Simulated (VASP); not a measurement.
A run of VASP 6.6.1:

File INCAR:

```
SYSTEM = SiW3
  PREC = Accurate
  ENCUT = 520
  EDIFF = 1E-7
  ISMEAR = 0
  SIGMA = 0.15
  LREAL = .False.
  LASPH = .True.
  NELM = 100
  ALGO = Fast
  ISIF = 2
  LWAVE = .False.
  LCHARG = .False.
  GGA = PS
  NBANDS = 31
```

Contents of KPOINTS:

```
Automatic mesh
0
Gamma
  14 14 14
  0 0 0
```

The input POSCAR:

```
SiW3
1.0
   -2.5771952861      2.5771952861      2.6931690740
    2.5771952861     -2.5771952861      2.6931690740
    2.5771952861      2.5771952861     -2.6931690740
Si W
1 3
Direct
    0.0000000000      0.0000000000      0.0000000000
    0.5000000000      0.5000000000      0.0000000000
    0.5000000000      0.0000000000      0.5000000000
    0.0000000000      0.5000000000      0.5000000000
```

Potentials or basis: VASP PAW PBE potentials, release 64 (Si, W_sv).

The run is started by

```sh
$ cat potpaw_PBE.64/Si/POTCAR potpaw_PBE.64/W_sv/POTCAR > POTCAR
$ mpirun -np 1 vasp_std > vasp.out
```

Hardware: 1 thread of Intel(R) Xeon(R) 6975P-C (Granite Rapids), with other jobs on the host.

**Question.** How long does it take, and how much memory?

**Answer.** Run time: 4.6 min on 1 thread of Intel(R) Xeon(R) 6975P-C (Granite Rapids), with other jobs on the host, peak memory 0.52 GiB. Counts: scf iterations 17, k points 244.
